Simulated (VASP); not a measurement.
Set up this calculation in VASP 6.6.1, as the native input.

```
Task                   : single point
Functional             : PBEsol
Potentials or basis    : VASP PAW PBE potentials, release 64 (Ta_pv, N)
Cutoff                 : 520 eV
k mesh                 : 24 × 24 × 20
Occupations            : gaussian, width 0.15 eV
Spin                   : no spin polarisation
Dipole correction      : no
Further INCAR settings : ALGO = Normal; EDIFF = 1e-06; NBANDS = 15
```

The structure of TaN lies in POSCAR:

```
TaN
1.0
    2.9239890447      0.0000000000     -0.1461994522
   -1.4619945224      2.5322487931      0.0730997261
   -0.1435363821      0.0000000000      2.8707276427
Ta N
1 1
Direct
    0.3333333333      0.6666666667      0.5000000000
    0.0000000000      0.0000000000      0.0000000000
```

This cell differs from its parent crystal: strain -0.1000 x Voigt [0, 0, 0, 0, 1, 0].

The input as run:

INCAR

```
SYSTEM = TaN
PREC = Accurate ; ENCUT = 520
EDIFF = 1E-6 ; ISMEAR = 0
SIGMA = 0.15 ; LREAL = .FALSE.
LASPH = .TRUE. ; NELM = 100
ALGO = Normal ; ISIF = 2
LWAVE = .FALSE. ; LCHARG = .FALSE.
GGA = PS ; NBANDS = 15
```

KPOINTS

```
regular mesh
0
G
  24 24 20
  0 0 0
```

Potentials or basis: VASP PAW PBE potentials, release 64 (Ta_pv, N).

Command:

```console
$ cat potpaw_PBE.64/Ta_pv/POTCAR potpaw_PBE.64/N/POTCAR > POTCAR
$ mpirun -np 1 vasp_std > vasp.out
```

Results of the run:

```yaml
Pressure: 5.1 GPa
Largest_force: 0.265 eV/Å
Band_gap_on_the_k_mesh: zero (bands 8 and 9 overlap by 0.45 eV)
```

Caveat: the cell differs from its parent crystal (strain -0.1000 x Voigt [0, 0, 0, 0, 1, 0]); the cell stands under pressure; the PAW data sets were made with another functional, which shifts forces and pressure a little; spin-orbit coupling is left out, which moves the levels of the heavy elements.

It took 21 min on 1 thread of Oxide Virtual Turin-like Processor, on a shared host, peak memory 0.95 GiB.
